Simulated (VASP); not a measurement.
Write the native input for VASP 6.6.1 that does the following.

* Task: single point
* Functional: PBE
* Dispersion: D3(BJ)
* Potentials or basis: VASP PAW PBE potentials, release 64 (Se)
* Cutoff: 520 eV
* k mesh: 12 × 12 × 8
* Occupations: gaussian, width 0.05 eV
* Spin: no spin polarisation
* Dipole correction: no
* Further INCAR settings: ALGO = Normal; EDIFF = 1e-07; NBANDS = 16

The structure of Se lies in POSCAR:

```
Se
1.0
    4.2349621134      0.0000000000      0.0000000000
   -2.1174810567      3.6675847743      0.0000000000
    0.0000000000      0.0000000000      4.7317231693
Se
3
Direct
    0.2473450691      0.0000000000      0.3333333333
    0.0000000000      0.2473450691      0.6666666667
    0.7526549309      0.7526549309      0.0000000000
```

One way to write it, as run:

INCAR

```
SYSTEM = Se
PREC = Accurate ; ENCUT = 520
EDIFF = 1E-7 ; ISMEAR = 0
SIGMA = 0.05 ; LREAL = .FALSE.
LASPH = .TRUE. ; NELM = 100
ALGO = Normal ; ISIF = 2
LWAVE = .FALSE. ; LCHARG = .FALSE.
GGA = PE ; IVDW = 12
NBANDS = 16
```

KPOINTS

```
Automatic mesh
0
G
  12 12 8
  0 0 0
```

Potentials or basis: VASP PAW PBE potentials, release 64 (Se).

The run is started by

```bash
$ cat potpaw_PBE.64/Se/POTCAR > POTCAR
$ mpirun -np 1 vasp_std > vasp.out
```

Results of the run:

The pressure is 2.4 GPa, the largest force is 0.137 eV/Å and the band gap on the k mesh is 0.34 eV (least direct gap 1.41 eV). The dispersion energy per atom is -0.355 eV.

It took 110 s on 1 thread of Intel Xeon 8259CL, with other jobs on the host, peak memory 0.27 GiB.
